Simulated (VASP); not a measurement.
Wanted: the native input for a VASP 6.6.1 run.

* Task: single point
* Functional: PBEsol
* Potentials or basis: VASP PAW PBE potentials, release 64 (As)
* Cutoff: 520 eV
* k mesh: 13 × 13 × 8
* Occupations: fermi-dirac, width 0.1 eV
* Spin: no spin polarisation
* Dipole correction: no
* Further INCAR settings: ALGO = Normal; EDIFF = 1e-07; NBANDS = 12

The structure of As lies in POSCAR:

```
As
1.0
    3.0683932571      0.0000000000      0.0000000000
   -1.5341966285      2.6573065095      0.0000000000
    0.0000000000      0.0000000000      4.6891465508
As
2
Direct
    0.3333333333      0.6666666667      0.2500000000
    0.6666666667      0.3333333333      0.7500000000
```

This cell differs from its parent crystal: volume scaled by 1.04.

These files were run (other wordings do the same):

INCAR

```
SYSTEM = As
ALGO     = Normal         ! electronic algorithm
EDIFF    = 1E-7           ! SCF threshold, eV
ENCUT    = 520            ! plane-wave cutoff, eV
GGA      = PS             ! functional
ISIF     = 2              ! what is computed and relaxed
ISMEAR   = -1             ! smearing method
LASPH    = .True.         ! aspherical terms in the spheres
LCHARG   = .False.        ! write CHGCAR
LREAL    = .False.        ! projectors in reciprocal space
LWAVE    = .False.        ! write WAVECAR
NBANDS   = 12             ! bands
NELM     = 60             ! most SCF steps
PREC     = Accurate       ! precision mode
SIGMA    = 0.1            ! smearing width, eV
```

KPOINTS

```
k-points
0
Gamma
  13 13 8
  0 0 0
```

Potentials or basis: VASP PAW PBE potentials, release 64 (As).

Launch:

```console
$ cat potpaw_PBE.64/As/POTCAR > POTCAR
$ mpirun -np 1 vasp_std > vasp.out
```

Results of the run:

| Item | Value |
| --- | --- |
| Pressure | -3.0 GPa |
| Band gap on the k mesh | zero (band 5 reaches 10.52 eV, above the bottom of band 6 at 2.90 eV) |

Caveat: the PAW data sets were made with another functional, which shifts forces and pressure a little.

It took 48 s on 1 thread of Intel Xeon 8259CL, with other jobs on the host, peak memory 0.18 GiB.
